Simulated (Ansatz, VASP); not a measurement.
**Hg3S in VASP and in Ansatz**

```xyz
4
Lattice="4.9704 0.0000 0.0000 0.0000 4.9704 0.0000 0.0000 0.0000 3.8061" Properties=species:S:1:pos:R:3 pbc="T T T"
Hg    0.0000    2.4852    1.9031
Hg    2.4852    0.0000    1.9031
Hg    2.4852    2.4852    0.0000
S     0.0000    0.0000    0.0000
```

Alike in both runs: functional PBE; k mesh 10 × 10 × 10; occupations gaussian, width 0.1 eV; no spin polarisation.

Ansatz relaxed the structure, and its values are those at the end. VASP's run is a single point on that final structure, the one shown.

|  | VASP | Ansatz |
| --- | --- | --- |
| version | VASP 6.6.1 | Ansatz 0.2.0 |
| potentials or method | VASP PAW PBE potentials, release 64 (Hg, S), cutoff 520 eV | scalar-relativistic, plane waves, PAW |
| valence electrons in the cell | 42 | 66 |

Ansatz gave:

| Item | Value |
| --- | --- |
| gap on the k mesh at the Fermi level (eV) | none |
| pressure (GPa) | 0.0 |

Estimate VASP's values.

gap on the k mesh at the Fermi level (eV): none; pressure (GPa): 0.2.

A gap of «none» marks a metal or a gap that the smearing closes. The functional is the same, so the differences come from potentials, cutoffs and numerics. VASP's potentials hold 42 valence electrons a cell and Ansatz's 66, so a difference there can come from the potentials and not from the codes.

Spin-orbit coupling is off throughout.
